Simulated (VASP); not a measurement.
# TaN (P-62m) in VASP: a series of runs

Runs on TaN. Level: PBEsol. Tasks: single point.

Program: VASP 6.6.1. These are calculated values, not measurements. Logs are shortened: lines on timing, memory, paths and dates and some standing lists are left out, and cuts for length are marked.

**1. The cell of the first run**

The structure is hexagonal, space group P-62m (No. 189). Conventional cell: a = 5.040 Å, b = 5.040 Å, c = 2.911 Å, α = 90.00°, β = 90.00°, γ = 120.00°. Ta (site symmetry -6) has 6 N at 2.13 Å and 5 Ta at 2.91 Å within 3.0 Å. Within 2.6 Å of Ta (site symmetry -62m) lie 3 N at 1.98 Å. Within 2.7 Å of N (site symmetry m2m) lie 5 Ta at 1.98 to 2.13 Å and 4 N at 2.69 Å.

**2. Single point, PBEsol (equal xx and yy strain of -3 %)**

File INCAR:

```
SYSTEM = TaN
PREC     = Accurate       ! precision mode
ENCUT    = 520            ! plane-wave cutoff, eV
EDIFF    = 1E-6           ! SCF threshold, eV
ISMEAR   = -1             ! smearing method
SIGMA    = 0.01           ! smearing width, eV
LREAL    = .False.        ! projectors in reciprocal space
LASPH    = .True.         ! aspherical terms in the spheres
NELM     = 100            ! most SCF steps
ALGO     = Normal         ! electronic algorithm
ISIF     = 2              ! what is computed and relaxed
LWAVE    = .False.        ! write WAVECAR
LCHARG   = .False.        ! write CHGCAR
GGA      = PS             ! functional
NBANDS   = 33             ! bands
```

File KPOINTS:

```
regular mesh
0
Gamma
  6 6 9
  0 0 0
```

File POSCAR:

```
TaN
1.0
    5.0401208409      0.0000000000      0.0000000000
   -2.5200604204      4.3648726863      0.0000000000
    0.0000000000      0.0000000000      2.9110000000
Ta N
3 3
Direct
    0.3333333333      0.6666666667      0.5000000000
    0.6666666667      0.3333333333      0.5000000000
    0.0000000000      0.0000000000      0.0000000000
    0.3928500000      0.0000000000      0.0000000000
    0.6071500000      0.6071500000      0.0000000000
    0.0000000000      0.3928500000      0.0000000000
```

Potentials or basis: VASP PAW PBE potentials, release 64 (Ta_pv, N).

On the command line:

```console
$ cat potpaw_PBE.64/Ta_pv/POTCAR potpaw_PBE.64/N/POTCAR > POTCAR
$ mpirun -np 1 vasp_std > vasp.out
```

OUTCAR:

```text
SYSTEM = TaN
   PREC = Accurate
   ENCUT = 520
   EDIFF = 1E-6
   ISMEAR = -1
   LREAL = .False.
   LASPH = .True.
   NELM = 100
   ISIF = 2
   GGA = PS

 ion  position               nearest neighbor table
   1  0.333  0.667  0.500-   4 2.13   4 2.13   6 2.13   6 2.13   5 2.13   5 2.13   2 2.91   2 2.91
                             2 2.91   3 3.25   3 3.25   3 3.25   3 3.25   3 3.25   3 3.25
   2  0.667  0.333  0.500-   6 2.13   6 2.13   4 2.13   4 2.13   5 2.13   5 2.13   1 2.91   1 2.91
                             1 2.91   3 3.25   3 3.25   3 3.25   3 3.25   3 3.25   3 3.25
   3  0.000  0.000  0.000-   6 1.98   5 1.98   4 1.98   2 3.25   1 3.25   1 3.25   2 3.25   1 3.25
                             1 3.25   2 3.25   2 3.25   2 3.25   2 3.25   1 3.25   1 3.25
   4  0.393  0.000  0.000-   3 1.98   1 2.13   1 2.13   2 2.13   2 2.13
   5  0.607  0.607  0.000-   3 1.98   2 2.13   2 2.13   1 2.13   1 2.13
   6  0.000  0.393  0.000-   3 1.98   2 2.13   2 2.13   1 2.13   1 2.13

  LATTYP: Found a hexagonal cell.
 ALAT       =     5.0401208409
 C/A-ratio  =     0.5775655172

  Lattice vectors:

 A1 = (   5.0401208409,   0.0000000000,   0.0000000000)
 A2 = (  -2.5200604204,   4.3648726863,   0.0000000000)
 A3 = (   0.0000000000,   0.0000000000,   2.9110000000)

Analysis of symmetry for initial positions (statically):
=====================================================================
 Subroutine PRICEL returns:
 Original cell was already a primitive cell.

 Routine SETGRP: Setting up the symmetry group for a
 hexagonal supercell.

 Subroutine GETGRP returns: Found 12 space group operations
 (whereof 12 operations were pure point group operations)
 out of a pool of 24 trial point group operations.

The static configuration has the point symmetry D_3h.

Analysis of symmetry for dynamics (positions and initial velocities):
=====================================================================
 Subroutine PRICEL returns:
 Original cell was already a primitive cell.

 Routine SETGRP: Setting up the symmetry group for a
 hexagonal supercell.

 Subroutine GETGRP returns: Found 12 space group operations
 (whereof 12 operations were pure point group operations)
 out of a pool of 24 trial point group operations.

The dynamic configuration has the point symmetry D_3h.

 Subroutine INISYM returns: Found 12 space group operations
 (whereof 12 operations are pure point group operations),
 and found     1 'primitive' translations

----------------------------------------------------------------------------------------

                                     Primitive cell

  volume of cell :      64.0405

  direct lattice vectors                    reciprocal lattice vectors
     5.040120841  0.000000000  0.000000000     0.198407941  0.114550878  0.000000000
    -2.520060420  4.364872686  0.000000000     0.000000000  0.229101757  0.000000000
     0.000000000  0.000000000  2.911000000     0.000000000  0.000000000  0.343524562

  length of vectors
     5.040120841  5.040120841  2.911000000     0.229101757  0.229101757  0.343524562

  position of ions in fractional coordinates (direct lattice)
     0.333333333  0.666666667  0.500000000
     0.666666667  0.333333333  0.500000000
     0.000000000  0.000000000  0.000000000
     0.392850000  0.000000000  0.000000000
     0.607150000  0.607150000  0.000000000
     1.000000000  0.392850000  0.000000000

  ion indices of the primitive-cell ions
   primitive index   ion index
                 1           1
                 2           2
                 3           3
                 4           4
                 5           5
                 6           6

----------------------------------------------------------------------------------------

 KPOINTS: regular mesh

Automatic generation of k-mesh.
 Grid dimensions read from file:
 generate k-points for:    6    6    9

 Generating k-lattice:

  Cartesian coordinates                     Fractional coordinates (reciprocal lattice)
     0.033067990  0.019091813  0.000000000     0.166666667 -0.000000000  0.000000000
     0.000000000  0.038183626  0.000000000     0.000000000  0.166666667  0.000000000
     0.000000000  0.000000000  0.038169396     0.000000000  0.000000000  0.111111111

  Length of vectors
     0.038183626  0.038183626  0.038169396

  Shift w.r.t. Gamma in fractional coordinates (k-lattice)
     0.000000000  0.000000000  0.000000000

 Subroutine IBZKPT returns following result:
 ===========================================

 Found     35 irreducible k-points:

 Following reciprocal coordinates:
            Coordinates               Weight
  0.000000  0.000000  0.000000      1.000000
  0.166667  0.000000  0.000000      6.000000
  0.333333  0.000000  0.000000      6.000000
  0.500000  0.000000  0.000000      3.000000
  0.166667  0.166667  0.000000      6.000000
  0.333333  0.166667  0.000000     12.000000
[... 16 lines left out ...]
  0.166667  0.000000  0.333333     12.000000
  0.333333  0.000000  0.333333     12.000000
 [... further k-points ...]
   k-points           NKPTS =     35   k-points in BZ     NKDIM =     35   number of bands    NBANDS=     33
   number of dos      NEDOS =    301   number of ions     NIONS =      6
   total plane-waves  NPLWV =  38400
   dimension x,y,z NGX =    40 NGY =   40 NGZ =   24
   dimension x,y,z NGXF=    80 NGYF=   80 NGZF=   48
   ions per type =               3   3
   NGX,Y,Z   is equivalent  to a cutoff of  13.19, 13.19, 13.71 a.u.
   NGXF,Y,Z  is equivalent  to a cutoff of  26.39, 26.39, 27.41 a.u.
 SYSTEM =  TaN
   PREC   = accura    normal or accurate (medium, high low for compatibility)
   ISTART =      0    job   : 0-new  1-cont  2-samecut
   ICHARG =      2    charge: 1-file 2-atom 10-const
   ISPIN  =      1    spin polarized calculation?
   LNONCOLLINEAR =      F non collinear calculations
   LSORBIT =      F    spin-orbit coupling
   LASPH  =      T    aspherical Exc in radial PAW
   ENCUT  =  520.0 eV  38.22 Ry    6.18 a.u.   9.37  9.37  5.41*2*pi/ulx,y,z
   NELM   =    100;   NELMIN=  2; NELMDL= -5     # of ELM steps
   EDIFF  = 0.1E-05   stopping-criterion for ELM
   LREAL  =      F    real-space projection
[... 7 lines left out ...]
   TEBEG  =    0.0;   TEEND  =   0.0 temperature during run
   PSTRESS=    0.0 pullay stress
   NELECT =      48.0000    total number of electrons
   NUPDOWN=      -1.0000    fix difference up-down
   EMIN   =  10.00;   EMAX   =-10.00  energy-range for DOS
   EFERMI =   0.00;   METHOD = LEGACY
   ISMEAR =    -1;   SIGMA  =   0.01  broadening in eV -4-tet -1-fermi 0-gaus
   EFERMI_NEDOS =   21; number of points for ismear=-14 and -15
   IALGO  =     38    algorithm
   IMIX   =      4    mixing-type and parameters
     AMIX     =   0.40;   BMIX     =  1.00
     AMIX_MAG =   1.60;   BMIX_MAG =  1.00
  volume/ion in A,a.u.               =      10.67        72.03
  Fermi-wavevector in a.u.,A,eV,Ry     =   1.487089  2.810191 30.088387  2.211434
  Thomas-Fermi vector in A             =   2.600294
   LORBIT       =      0    0 simple, 1 ext, 2 COOP (PROOUT), +10 PAW based schemes
   GGA     = PS    functional components
   LHFCALC =     F    Hartree Fock is set to
   AEXX    =    0.0000 exact exchange contribution
   IVDW    =     0    specifies the selected vdW correction
   LEPSILON=     F    determine dielectric tensor
   LRPA    =     F    only Hartree local field effects (RPA)
 non-spin polarized calculation
  energy-cutoff  :      520.00
  volume of cell :       64.04
 maximum number of plane-waves:      1750
 NGX is ok and might be reduce to    40
   NGX = 19   NGY = 19   NGZ = 11

 number of electron      48.0000001 magnetization

 Free energy of the ion-electron system (eV)
  ---------------------------------------------------
  ext. energy  EPLUGINS =         0.00000000
  ---------------------------------------------------
  free energy    TOTEN  =       -71.16803584 eV

  energy without entropy =      -71.16795016  energy(sigma->0) =      -71.16799300

 E-fermi :   8.7862     XC(G=0): -13.4941

 val. band max:        8.6461857732   @ k =   0.1667   0.0000   0.1111
 cond. band min:       8.7861522816   @ k =   0.0000   0.0000   0.3333
 fundamental gap:      0.1399665084
 Fermi energy:         8.7861500929

 k-point     1 :       0.0000    0.0000    0.0000
  band No.  band energies     occupation
      1     -27.3429      2.00000
      2     -27.3429      2.00000
      3     -26.9189      2.00000
      4     -26.9189      2.00000
      5     -26.7588      2.00000
      6     -26.6038      2.00000
[... 25 lines left out ...]
     32      12.2153      0.00000
     33      12.2153      0.00000

 k-point     2 :       0.1667    0.0000    0.0000
  band No.  band energies     occupation
      1     -27.3782      2.00000
      2     -27.3383      2.00000
      3     -26.8715      2.00000
      4     -26.8684      2.00000
      5     -26.7488      2.00000
      6     -26.6127      2.00000
[... 25 lines left out ...]
     32      12.4487      0.00000
     33      12.6485      0.00000

 k-point     3 :       0.3333    0.0000    0.0000
  band No.  band energies     occupation
      1     -27.4352      2.00000
      2     -27.2804      2.00000
      3     -26.8735      2.00000
      4     -26.7746      2.00000
      5     -26.7235      2.00000
      6     -26.6357      2.00000
[... 25 lines left out ...]
     32      12.9606      0.00000
     33      13.1101      0.00000

 k-point     4 :       0.5000    0.0000    0.0000
  band No.  band energies     occupation
      1     -27.4595      2.00000
      2     -27.2001      2.00000
      3     -26.9712      2.00000
      4     -26.7242      2.00000
      5     -26.7035      2.00000
      6     -26.6546      2.00000
[... 673 lines left out ...]
     32      12.7473      0.00000
     33      13.5903      0.00000

 k-point    23 :       0.1667    0.0000    0.3333
  band No.  band energies     occupation
      1     -27.4520      2.00000
      2     -27.2359      2.00000
      3     -27.2339      2.00000
      4     -27.1944      2.00000
      5     -26.7532      2.00000
      6     -26.7266      2.00000
[... 25 lines left out ...]
     32      12.7422      0.00000
     33      14.0356      0.00000

 k-point    24 :       0.3333    0.0000    0.3333
  band No.  band energies     occupation
      1     -27.4379      2.00000
      2     -27.2754      2.00000
      3     -27.2648      2.00000
      4     -27.1441      2.00000
      5     -26.7960      2.00000
      6     -26.6751      2.00000
[... 25 lines left out ...]
     32      12.9315      0.00000
     33      14.4197      0.00000

 [... further k-points ...]

------------------------ aborting loop because EDIFF is reached ----------------------------------------

  FORCE on cell =-STRESS in cart. coord.  units (eV):
  Direction    XX          YY          ZZ          XY          YZ          ZX
  --------------------------------------------------------------------------------------
  -------------------------------------------------------------------------------------
  Total        9.9591708      9.9591708      3.2851916      0.0000000      0.0000000      0.0000000
  in kB      249.1604038    249.1604038     82.1895402      0.0000000      0.0000000      0.0000000
  external PRESSURE =     193.5034493 kB  Pullay stress =       0.0000000 kB

 VOLUME and BASIS-vectors are now :
 -----------------------------------------------------------------------------
  energy-cutoff  :      520.00
  volume of cell :       64.04
      direct lattice vectors                 reciprocal lattice vectors
     5.040120841  0.000000000  0.000000000     0.198407941  0.114550878  0.000000000
    -2.520060420  4.364872686  0.000000000     0.000000000  0.229101757  0.000000000
     0.000000000  0.000000000  2.911000000     0.000000000  0.000000000  0.343524562

 POSITION                                       TOTAL-FORCE (eV/Angst)
 -----------------------------------------------------------------------------------
     -0.00000      2.90992      1.45550        -0.000000      0.000000      0.000000
      2.52006      1.45496      1.45550        -0.000000     -0.000000      0.000000
      0.00000      0.00000      0.00000        -0.000000      0.000000      0.000000
      1.98001      0.00000      0.00000         0.576417     -0.000000     -0.000000
      1.53005      2.65013      0.00000        -0.288208     -0.499191      0.000000
     -0.99001      1.71474      0.00000        -0.288208      0.499191     -0.000000
 -----------------------------------------------------------------------------------
    total drift:                                0.000000      0.000000      0.000000

  FREE ENERGIE OF THE ION-ELECTRON SYSTEM (eV)
  ---------------------------------------------------
  free  energy   TOTEN  =       -71.1680358369 eV

  energy  without entropy=      -71.1679501612  energy(sigma->0) =      -71.16799300
```

Wall time 50 s (1 thread of Intel Xeon Platinum 8488C (Sapphire Rapids), shared host); peak memory 0.21 GiB.

What came out:

```
Free energy            : -71.1680 eV
Pressure               : 19.4 GPa
Largest force          : 0.576 eV/Å
Band gap on the k mesh : zero (bands 24 and 25 overlap by 2.65 eV)
```

Forces on the atoms (eV/Å):
```
Ta   0.000  0.000  0.000
Ta   0.000  0.000  0.000
Ta   0.000  0.000  0.000
N    0.576  0.000  0.000
N   -0.288 -0.499  0.000
N   -0.288  0.499  0.000
```

Stress tensor (GPa, compression positive):
```
24.92  0.00  0.00
 0.00 24.92  0.00
 0.00  0.00  8.22
```

Levels at points of the mesh, in eV from the Fermi level:
```
           k point  band 20  band 21  band 22  band 23  band 24  band 25  band 26  band 27  band 28  band 29
(0.00, 0.00, 0.00)    -5.11    -4.48    -3.55    -1.69    -0.86    -0.86     0.34     0.34     1.99     1.99
(0.50, 0.00, 0.00)    -4.79    -4.04    -3.81    -2.81    -2.70     1.19     1.87     2.17     2.42     2.50
```

Caveat: the cell differs from its parent crystal (equal xx and yy strain of -3 %); the stress differs along the axes, from 8 to 25 GPa; the PAW data sets were made with another functional, which shifts forces and pressure a little; spin-orbit coupling is left out, which moves the levels of the heavy elements.

**3. Single point, PBEsol (equal xx and yy strain of -1 %)**

File INCAR:

```
  PREC = Accurate
  ENCUT = 520
  EDIFF = 1E-6
  ISMEAR = -1
  SIGMA = 0.01
  LREAL = F
  LASPH = T
  NELM = 60
  ALGO = Normal
  ISIF = 2
  LWAVE = F
  LCHARG = F
  GGA = PS
  NBANDS = 33
```

File KPOINTS:

```
regular mesh
0
Gamma
  6 6 9
```

Changes to POSCAR since step 2:

```diff
@@ -2,4 +2,4 @@
 1.0
-    5.0401208409      0.0000000000      0.0000000000
-   -2.5200604204      4.3648726863      0.0000000000
+    5.1440408582      0.0000000000      0.0000000000
+   -2.5720204291      4.4548700613      0.0000000000
     0.0000000000      0.0000000000      2.9110000000
```

Potentials or basis: VASP PAW PBE potentials, release 64 (Ta_pv, N).

On the command line:

```console
$ cat potpaw_PBE.64/Ta_pv/POTCAR potpaw_PBE.64/N/POTCAR > POTCAR
$ mpirun -np 1 vasp_std > vasp.out
```

Wall time 54 s (1 thread of Intel Xeon Platinum 8488C (Sapphire Rapids), shared host); peak memory 0.21 GiB.

Results (log left out):

```
Free energy            : -71.4191 eV
Pressure               : 3.7 GPa
Largest force          : 0.193 eV/Å
Band gap on the k mesh : zero (bands 24 and 25 overlap by 2.96 eV)
```

Forces on the atoms (eV/Å):
```
Ta   0.000  0.000  0.000
Ta   0.000  0.000  0.000
Ta   0.000  0.000  0.000
N    0.193  0.000  0.000
N   -0.096 -0.167  0.000
N   -0.096  0.167  0.000
```

Stress tensor (GPa, compression positive):
```
 5.61  0.00  0.00
 0.00  5.61  0.00
 0.00  0.00 -0.06
```

Levels at points of the mesh, in eV from the Fermi level:
| k point | band 22 | band 23 | band 24 | band 25 | band 26 | band 27 |
| --- | --- | --- | --- | --- | --- | --- |
| (0.00, 0.00, 0.00) | -3.39 | -1.85 | -0.90 | -0.90 | 0.49 | 0.49 |
| (0.50, 0.00, 0.00) | -3.86 | -2.84 | -2.66 | 1.20 | 1.81 | 1.99 |

Caveat: the cell differs from its parent crystal (equal xx and yy strain of -1 %); the stress differs along the axes, from -0 to 6 GPa; the PAW data sets were made with another functional, which shifts forces and pressure a little; spin-orbit coupling is left out, which moves the levels of the heavy elements.

(Continued in part 2 of 2.)

The gap in the log of VASP goes by the Fermi energy; the results here count the filled bands.